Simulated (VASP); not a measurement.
# Co in VASP: a series of runs

Runs on Co. Level: PBEsol. Tasks: single point.

Everything below comes from runs of VASP 6.6.1. Logs are shortened: lines on timing, memory, paths and dates and some standing lists are left out, and cuts for length are marked.

## 1. The cell of the first run

The cell holds a slab with vacuum, 2 atoms: a = 2.456 Å, b = 2.456 Å, c = 16.985 Å, α = 90.00°, β = 90.00°, γ = 120.00°.

## 2. Single point, PBEsol, collinear spin, ferromagnetic start (atoms taken out)

The input, INCAR:

```
  ALGO = Normal
  DIPOL = 0.5 0.5 0.500
  EDIFF = 1E-6
  ENCUT = 520
  GGA = PS
  GGA_COMPAT = F
  IDIPOL = 3
  ISIF = 2
  ISMEAR = 0
  ISPIN = 2
  LASPH = T
  LCHARG = F
  LDIPOL = T
  LMAXMIX = 4
  LORBIT = 11
  LREAL = F
  LWAVE = F
  MAGMOM = 1.8 1.8
  NBANDS = 20
  NELM = 200
  NELMDL = -8
  PREC = Accurate
  SIGMA = 0.1
```

The input, KPOINTS:

```
k-points
0
Gamma
  15 15 1
```

The input, POSCAR:

```
Co
1.0
    2.4564188984      0.0000000000      0.0000000000
   -1.2282094492      2.1273211683      0.0000000000
    0.0000000000      0.0000000000     16.9847900577
Co
2
Direct
    0.3333333333      0.6666666667      0.4415715457
    0.6666666667      0.3333333333      0.5584284543
```

Potentials or basis: VASP PAW PBE potentials, release 64 (Co).

On the command line:

```
cat potpaw_PBE.64/Co/POTCAR > POTCAR
mpirun -np 1 vasp_std > vasp.out
```

OUTCAR:

```text
EDIFF = 1E-6
   ENCUT = 520
   GGA = PS
   ISIF = 2
   ISMEAR = 0
   ISPIN = 2
   LASPH = T
   LORBIT = 11
   LREAL = F
   NELM = 200
   NELMDL = -8
   PREC = Accurate

 ion  position               nearest neighbor table
   1  0.333  0.667  0.442-   2 2.44   2 2.44   2 2.44
   2  0.667  0.333  0.558-   1 2.44   1 2.44   1 2.44

  LATTYP: Found a hexagonal cell.
 ALAT       =     2.4564188984
 C/A-ratio  =     6.9144517935

  Lattice vectors:

 A1 = (   2.4564188984,   0.0000000000,   0.0000000000)
 A2 = (  -1.2282094492,   2.1273211683,   0.0000000000)
 A3 = (   0.0000000000,   0.0000000000,  16.9847900577)

Analysis of symmetry for initial positions (statically):
=====================================================================
 Subroutine PRICEL returns:
 Original cell was already a primitive cell.

 Routine SETGRP: Setting up the symmetry group for a
 hexagonal supercell.

 Subroutine GETGRP returns: Found 12 space group operations
 (whereof 12 operations were pure point group operations)
 out of a pool of 24 trial point group operations.

The static configuration has the point symmetry D_3d.

Analysis of symmetry for dynamics (positions and initial velocities):
=====================================================================
 Subroutine PRICEL returns:
 Original cell was already a primitive cell.

 Routine SETGRP: Setting up the symmetry group for a
 hexagonal supercell.

 Subroutine GETGRP returns: Found 12 space group operations
 (whereof 12 operations were pure point group operations)
 out of a pool of 24 trial point group operations.

The dynamic configuration has the point symmetry D_3d.

Analysis of structural, dynamic, and magnetic symmetry:
=====================================================================
 Subroutine PRICEL returns:
 Original cell was already a primitive cell.

 Routine SETGRP: Setting up the symmetry group for a
 hexagonal supercell.

 Subroutine GETGRP returns: Found 12 space group operations
 (whereof 12 operations were pure point group operations)
 out of a pool of 24 trial point group operations.

The overall configuration has the point symmetry D_3d.

 Subroutine INISYM returns: Found 12 space group operations
 (whereof 12 operations are pure point group operations),
 and found     1 'primitive' translations

----------------------------------------------------------------------------------------

                                     Primitive cell

  volume of cell :      88.7556

  direct lattice vectors                    reciprocal lattice vectors
     2.456418898  0.000000000  0.000000000     0.407096689  0.235037383  0.000000000
    -1.228209449  2.127321168  0.000000000     0.000000000  0.470074766  0.000000000
     0.000000000  0.000000000 16.984790058     0.000000000  0.000000000  0.058876206

  length of vectors
     2.456418898  2.456418898 16.984790058     0.470074766  0.470074766  0.058876206

  position of ions in fractional coordinates (direct lattice)
     0.333333333  0.666666667  0.441571546
     0.666666667  0.333333333  0.558428454

  ion indices of the primitive-cell ions
   primitive index   ion index
                 1           1
                 2           2

----------------------------------------------------------------------------------------

 KPOINTS: k-points

Automatic generation of k-mesh.
 Grid dimensions read from file:
 generate k-points for:   15   15    1

 Generating k-lattice:

  Cartesian coordinates                     Fractional coordinates (reciprocal lattice)
     0.027139779  0.015669159  0.000000000     0.066666667  0.000000000  0.000000000
     0.000000000  0.031338318  0.000000000     0.000000000  0.066666667  0.000000000
     0.000000000  0.000000000  0.058876206     0.000000000  0.000000000  1.000000000

  Length of vectors
     0.031338318  0.031338318  0.058876206

  Shift w.r.t. Gamma in fractional coordinates (k-lattice)
     0.000000000  0.000000000  0.000000000

 Subroutine IBZKPT returns following result:
 ===========================================

 Found     27 irreducible k-points:

 Following reciprocal coordinates:
            Coordinates               Weight
  0.000000  0.000000  0.000000      1.000000
  0.066667  0.000000  0.000000      6.000000
  0.133333  0.000000  0.000000      6.000000
  0.200000  0.000000  0.000000      6.000000
  0.266667  0.000000  0.000000      6.000000
  0.333333  0.000000  0.000000      6.000000
[... 16 lines left out ...]
  0.333333  0.200000  0.000000     12.000000
  0.400000  0.200000  0.000000      6.000000
 [... further k-points ...]
   k-points           NKPTS =     27   k-points in BZ     NKDIM =     27   number of bands    NBANDS=     20
   number of dos      NEDOS =    301   number of ions     NIONS =      2
   total plane-waves  NPLWV =  40824
   dimension x,y,z NGX =    18 NGY =   18 NGZ =  126
   dimension x,y,z NGXF=    36 NGYF=   36 NGZF=  252
   ions per type =               2
   NGX,Y,Z   is equivalent  to a cutoff of  12.18, 12.18, 12.33 a.u.
   NGXF,Y,Z  is equivalent  to a cutoff of  24.36, 24.36, 24.67 a.u.
 SYSTEM =  unknown system
   PREC   = accura    normal or accurate (medium, high low for compatibility)
   ISTART =      0    job   : 0-new  1-cont  2-samecut
   ICHARG =      2    charge: 1-file 2-atom 10-const
   ISPIN  =      2    spin polarized calculation?
   LNONCOLLINEAR =      F non collinear calculations
   LSORBIT =      F    spin-orbit coupling
   LASPH  =      T    aspherical Exc in radial PAW
   ENCUT  =  520.0 eV  38.22 Ry    6.18 a.u.   4.57  4.57 31.58*2*pi/ulx,y,z
   NELM   =    200;   NELMIN=  2; NELMDL= -8     # of ELM steps
   EDIFF  = 0.1E-05   stopping-criterion for ELM
   LREAL  =      F    real-space projection
   EDIFFG = 0.1E-04   stopping-criterion for IOM
   NSW    =      0    number of steps for IOM
   IBRION =     -1    ionic relax: 0-MD 1-quasi-New 2-CG
   NFREE  =      0    steps in history (QN), initial steepest desc. (CG)
   ISIF   =      2    stress and relaxation
   ISYM   =      2    0-nonsym 1-usesym 2-fastsym
   POTIM  = 0.5000    time-step for ionic-motion
   TEBEG  =    0.0;   TEEND  =   0.0 temperature during run
   PSTRESS=    0.0 pullay stress
   NELECT =      18.0000    total number of electrons
   NUPDOWN=      -1.0000    fix difference up-down
   EMIN   =  10.00;   EMAX   =-10.00  energy-range for DOS
   EFERMI =   0.00;   METHOD = LEGACY
   ISMEAR =     0;   SIGMA  =   0.10  broadening in eV -4-tet -1-fermi 0-gaus
   EFERMI_NEDOS =   21; number of points for ismear=-14 and -15
   IALGO  =     38    algorithm
   IMIX   =      4    mixing-type and parameters
     AMIX     =   0.40;   BMIX     =  1.00
     AMIX_MAG =   1.60;   BMIX_MAG =  1.00
  volume/ion in A,a.u.               =      44.38       299.48
  Fermi-wavevector in a.u.,A,eV,Ry     =   0.961835  1.817604 12.587103  0.925126
  Thomas-Fermi vector in A             =   2.091241
   LORBIT       =     11    0 simple, 1 ext, 2 COOP (PROOUT), +10 PAW based schemes
   GGA     = PS    functional components
   LHFCALC =     F    Hartree Fock is set to
   AEXX    =    0.0000 exact exchange contribution
   IVDW    =     0    specifies the selected vdW correction
   LEPSILON=     F    determine dielectric tensor
   LRPA    =     F    only Hartree local field effects (RPA)
 spin polarized calculation
 Gauss-broadening in eV      SIGMA  =   0.10
  energy-cutoff  :      520.00
  volume of cell :       88.76
 maximum number of plane-waves:      2428
   NGX =  9   NGY =  9   NGZ = 63

 dipolmoment           0.000000      0.000000      0.000000 electrons x Angstroem

 number of electron      17.9999988 magnetization       3.4028551

 dipolmoment           0.000000      0.000000     -0.000000 electrons x Angstroem

 Free energy of the ion-electron system (eV)
  ---------------------------------------------------
  ext. energy  EPLUGINS =         0.00000000
  ---------------------------------------------------
  free energy    TOTEN  =       -13.82955446 eV

  energy without entropy =      -13.82161716  energy(sigma->0) =      -13.82558581

 E-fermi :  -1.3387     XC(G=0):  -4.3983

 val. band max:       -1.3541851153   @ k =   0.1333   0.1333   0.0000
 cond. band min:      -1.3287650562   @ k =   0.2000   0.2000   0.0000
 fundamental gap:      0.0254200591
 Fermi energy:        -1.3387160101

 spin component 1

 k-point     1 :       0.0000    0.0000    0.0000
  band No.  band energies     occupation
      1      -8.9954      1.00000
      2      -6.6741      1.00000
      3      -4.1274      1.00000
      4      -3.7967      1.00000
      5      -3.7967      1.00000
      6      -3.6542      1.00000
[... 12 lines left out ...]
     19       9.2771      0.00000
     20      13.2789      0.00000
[... 507 lines left out ...]
 k-point    24 :       0.4000    0.2000    0.0000
  band No.  band energies     occupation
      1      -5.5372      1.00000
      2      -5.1899      1.00000
      3      -5.0805      1.00000
      4      -4.0820      1.00000
      5      -3.9318      1.00000
      6      -3.3771      1.00000
[... 12 lines left out ...]
     19      12.9042      0.00000
     20      12.9952      0.00000

 [... further k-points ...]

 spin component 2

 k-point     1 :       0.0000    0.0000    0.0000
  band No.  band energies     occupation
      1      -8.9053      1.00000
      2      -6.0743      1.00000
      3      -2.4738      1.00000
      4      -2.1780      1.00000
      5      -2.1093      1.00000
      6      -2.1093      1.00000
[... 12 lines left out ...]
     19       9.4756      0.00000
     20      13.3121      0.00000
[... 507 lines left out ...]
 k-point    24 :       0.4000    0.2000    0.0000
  band No.  band energies     occupation
      1      -4.3190      1.00000
      2      -4.0625      1.00000
      3      -3.7405      1.00000
      4      -2.4503      1.00000
      5      -2.3111      1.00000
      6      -1.9947      1.00000
[... 12 lines left out ...]
     19      12.9356      0.00000
     20      13.0286      0.00000

 [... further k-points ...]

------------------------ aborting loop because EDIFF is reached ----------------------------------------

 vacuum level on the upper side and lower side of the slab       (xc-potential included)        -0.156        -0.156

  FORCE on cell =-STRESS in cart. coord.  units (eV):
  Direction    XX          YY          ZZ          XY          YZ          ZX
  --------------------------------------------------------------------------------------
  -------------------------------------------------------------------------------------
  Total       -2.0683433     -2.0683433     -1.4517297      0.0000000      0.0000000     -0.0000000
  in kB      -37.3368368    -37.3368368    -26.2059958      0.0000000      0.0000000     -0.0000000
  external PRESSURE =     -33.6265565 kB  Pullay stress =       0.0000000 kB

 VOLUME and BASIS-vectors are now :
 -----------------------------------------------------------------------------
  energy-cutoff  :      520.00
  volume of cell :       88.76
      direct lattice vectors                 reciprocal lattice vectors
     2.456418898  0.000000000  0.000000000     0.407096689  0.235037383  0.000000000
    -1.228209449  2.127321168  0.000000000     0.000000000  0.470074766  0.000000000
     0.000000000  0.000000000 16.984790058     0.000000000  0.000000000  0.058876206

 POSITION                                       TOTAL-FORCE (eV/Angst)
 -----------------------------------------------------------------------------------
     -0.00000      1.41821      7.50000         0.000000      0.000000      0.730205
      1.22821      0.70911      9.48479        -0.000000      0.000000     -0.730205
 -----------------------------------------------------------------------------------
    total drift:                                0.000000      0.000000     -0.000000

  FREE ENERGIE OF THE ION-ELECTRON SYSTEM (eV)
  ---------------------------------------------------
  free  energy   TOTEN  =       -13.8295544630 eV

  energy  without entropy=      -13.8216171550  energy(sigma->0) =      -13.82558581

 vacuum level on the upper side and lower side of the slab         3.652         3.652

 total charge

# of ion       s       p       d       tot
------------------------------------------
    1        0.491   0.434   7.244   8.169
    2        0.491   0.434   7.244   8.169
--------------------------------------------------
tot          0.981   0.868  14.488  16.338

 magnetization (x)

# of ion       s       p       d       tot
------------------------------------------
    1       -0.015  -0.044   1.780   1.721
    2       -0.015  -0.044   1.780   1.721
--------------------------------------------------
tot         -0.029  -0.089   3.561   3.443
```

Run time: 2.2 min. Hardware: 1 thread of Oxide Virtual Turin-like, shared host; peak memory 0.22 GiB.

What came out:

```yaml
Free_energy: -13.8296 eV
Largest_force: 0.730 eV/Å
Net_moment: 3.40 μB per cell
Site_moments: Co +1.72 μB
Valence_electrons_inside_the_program's_atomic_spheres: Co 8.17
```

Forces on the atoms (eV/Å):
```
Co   0.000  0.000  0.730
Co   0.000  0.000 -0.730
```

Caveat: the cell differs from its parent crystal (atoms taken out); the PAW data sets were made with another functional, which shifts forces and pressure a little.

## 3. Single point, PBEsol, collinear spin, ferromagnetic start (atoms taken out)

The input, INCAR:

```
ALGO = Normal ; DIPOL = 0.5 0.5 0.500
EDIFF = 1E-6 ; ENCUT = 520
GGA = PS ; GGA_COMPAT = False
IDIPOL = 3 ; ISIF = 2
ISMEAR = 0 ; ISPIN = 2
LASPH = True ; LCHARG = True
LDIPOL = True ; LELF = True
LMAXMIX = 4 ; LORBIT = 11
LREAL = False ; LVACPOTAV = True
LVHAR = True ; LWAVE = False
MAGMOM = 1.8 1.8 1.8 1.8 ; NBANDS = 30
NELM = 200 ; NELMDL = -8
PREC = Accurate ; SIGMA = 0.1
```

KPOINTS is that of step 2.

The input, POSCAR:

```
Co
1.0
    2.4564188984      0.0000000000      0.0000000000
   -1.2282094492      2.1273211683      0.0000000000
    0.0000000000      0.0000000000     20.9542611580
Co
4
Direct
    0.3333333333      0.6666666667      0.3579224265
    0.6666666667      0.3333333333      0.4526425430
    0.3333333333      0.6666666667      0.5473574570
    0.6666666667      0.3333333333      0.6420775735
```

Potentials or basis: VASP PAW PBE potentials, release 64 (Co).

On the command line:

```
cat potpaw_PBE.64/Co/POTCAR > POTCAR
mpirun -np 1 vasp_std > vasp.out
```

Wall time 5.1 min (1 thread of Oxide Virtual Turin-like, shared host); peak memory 0.28 GiB.

Results (log left out):

| Property | Result |
| --- | --- |
| Free energy | -29.2889 eV |
| Largest force | 0.634 eV/Å |
| Net moment | 6.72 μB per cell |
| Site moments | Co +1.73, +1.64 (each value once) μB |
| Valence electrons inside the program's atomic spheres | Co 8.17, 8.36 (each value once) |

Forces in eV/Å, atoms in the order of the input:
```
Co   0.000  0.000  0.424
Co   0.000  0.000 -0.634
Co   0.000  0.000  0.634
Co   0.000  0.000 -0.424
```

Levels at points of the mesh, in eV from the Fermi level:
Spin up:
| k point | band 18 | band 19 | band 20 | band 21 | band 22 | band 23 | band 24 | band 25 | band 26 | band 27 |
| --- | --- | --- | --- | --- | --- | --- | --- | --- | --- | --- |
| (0.00, 0.00, 0.00) | -1.37 | -1.37 | -1.01 | -1.01 | -0.88 | -0.87 | -0.87 | 0.10 | 4.92 | 4.98 |
Spin down:
| k point | band 11 | band 12 | band 13 | band 14 | band 15 | band 16 | band 17 | band 18 |
| --- | --- | --- | --- | --- | --- | --- | --- | --- |
| (0.00, 0.00, 0.00) | -1.06 | -0.80 | -0.80 | -0.72 | -0.72 | -0.39 | 0.06 | 0.06 |

Caveat: the cell differs from its parent crystal (atoms taken out); the PAW data sets were made with another functional, which shifts forces and pressure a little.

## 4. Single point, PBEsol, non-collinear spin, typed start, spin-orbit coupling

The input, INCAR:

```
ALGO     = Normal         # electronic algorithm
DIPOL    = 0.5 0.5 0.500
EDIFF    = 1E-6           # SCF threshold, eV
ENCUT    = 520            # plane-wave cutoff, eV
GGA      = PS             # functional
GGA_COMPAT= F            
IDIPOL   = 3            
ISIF     = 2              # what is computed and relaxed
ISMEAR   = 0              # smearing method
LASPH    = T              # aspherical terms in the spheres
LCHARG   = T              # write CHGCAR
LDIPOL   = T            
LMAXMIX  = 4              # l up to which the mixer works
LORBIT   = 11             # projections on sites
LORBMOM  = T            
LREAL    = F              # projectors in reciprocal space
LSORBIT  = T              # spin-orbit coupling
LVACPOTAV= T            
LVHAR    = T            
LWAVE    = F              # write WAVECAR
MAGMOM   = 0 0 1.8 0 0 1.8 # initial moments
NBANDS   = 30             # bands
NELM     = 200            # most SCF steps
NELMDL   = -8           
PREC     = Accurate       # precision mode
SIGMA    = 0.1            # smearing width, eV
```

KPOINTS is that of step 3.

The input, POSCAR:

```
Co
1.0
    2.4564188984      0.0000000000      0.0000000000
   -1.2282094492      2.1273211683      0.0000000000
    0.0000000000      0.0000000000     16.9847900577
Co
2
Direct
    0.3333333333      0.6666666667      0.4415715457
    0.6666666667      0.3333333333      0.5584284543
```

On the command line:

```
cat potpaw_PBE.64/Co/POTCAR > POTCAR
mpirun -np 1 vasp_ncl > vasp.out
```

It took 11 min on 1 thread of Oxide Virtual Turin-like, shared host; peak memory 0.42 GiB.

Results (log left out):

| Item | Value |
| --- | --- |
| Free energy | -13.8464 eV |
| Largest force | 0.727 eV/Å |
| Net moment | 3.40 μB per cell |
| Valence electrons inside the program's atomic spheres | Co 8.17 |

Forces on the atoms (eV/Å):
```
Co   0.000  0.000  0.727
Co   0.000  0.000 -0.727
```

Moments on the atoms (μB; x, y, z):
```
Co  0.00 0.00 1.72
Co  0.00 0.00 1.72
```

Caveat: the PAW data sets were made with another functional, which shifts forces and pressure a little.

## 5. The runs side by side

```csv
spin,cell,gap on the mesh (eV),moment (μB),largest force (eV/Å)
"collinear, ferromagnetic start","a = 2.456, b = 2.456, c = 16.985 Å, angles 90.0, 90.0, 120.0°, 2 atoms, atomic positions A",none,3.40,0.73
"collinear, ferromagnetic start","a = 2.456, b = 2.456, c = 20.954 Å, angles 90.0, 90.0, 120.0°, 4 atoms, atomic positions B",none,6.72,0.63
"non-collinear, typed start, SOC","a = 2.456, b = 2.456, c = 16.985 Å, angles 90.0, 90.0, 120.0°, 2 atoms, atomic positions A",-,3.40,0.73
```

Alike in all rows: task single point; level PBEsol; potentials or basis VASP PAW PBE potentials, release 64 (Co); k mesh 15 × 15 × 1; cutoff (eV) 520; smearing gaussian 0.1 eV.

Caveats: the PAW data sets were made with another functional, which shifts forces and pressure a little.

Total energies depend on the potentials used, so only differences within one code and one set of settings carry meaning.

The gap in the log of VASP goes by the Fermi energy; the results here count the filled bands.